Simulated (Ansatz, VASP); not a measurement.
## Two plane-wave programs on Y

```
CELL_PARAMETERS angstrom
0.00000 2.60925 2.42287
2.60925 0.00000 2.42287
2.60925 2.60925 0.00000
ATOMIC_POSITIONS crystal
Y 0.00000 0.00000 0.00000
```

Change from the starting cell: strain +0.050 along x and y, -0.025 along z, atoms carried along.

Alike in both runs: task single point; functional PBEsol; k mesh 16 × 16 × 16; occupations gaussian, width 0.15 eV; no spin polarisation.

|  | VASP | Ansatz |
| --- | --- | --- |
| version | VASP 6.6.1 | Ansatz 0.2.0 |
| potentials or method | VASP PAW PBE potentials, release 64 (Y_sv), cutoff 520 eV | scalar-relativistic, plane waves, PAW |
| valence electrons in the cell | 11 | 11 |

```csv
,VASP,Ansatz,Ansatz less VASP
gap on the k mesh at the Fermi level (eV),none,none,-
pressure (GPa),-2.6,-2.5,+0.11
"traceless stress, the component that is largest in VASP (GPa)",1.20,1.19,-0.011
```

VASP's potentials were made for PBE, not for PBEsol. A gap of «none» marks a metal or a gap that the smearing closes. The functional is the same, so the differences come from potentials, cutoffs and numerics.
